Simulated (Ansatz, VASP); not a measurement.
**Re in VASP and in Ansatz**

```xyz
1
Lattice="0.0000 1.9556 1.9556 1.9556 0.0000 1.9556 1.9556 1.9556 0.0000" Properties=species:S:1:pos:R:3 pbc="T T T"
Re    0.0000    0.0000    0.0000
```

Alike in both runs: task single point; functional LDA; k mesh 16 × 16 × 16; occupations fermi-dirac, width 0.1 eV; no spin polarisation.

```csv
,VASP,Ansatz
version,VASP 6.6.1,Ansatz 0.2.0
potentials or method,"VASP PAW LDA potentials, release 64 (Re_sv_GW), cutoff 560 eV","plane waves (420 eV) with PAW, scalar-relativistic"
valence electrons in the cell,15,15
```

Ansatz gave:

| Property | Result |
| --- | --- |
| pressure (GPa) | -14.4 |

Q: Estimate VASP's values.

A: Pressure (GPa): -14.5.

Ansatz warns that its potentials were made for another functional, while VASP's fit it. LDA's correlation is that of Perdew and Zunger in VASP and of Perdew and Wang (1992) in Ansatz.

Neither program's run includes spin-orbit coupling.
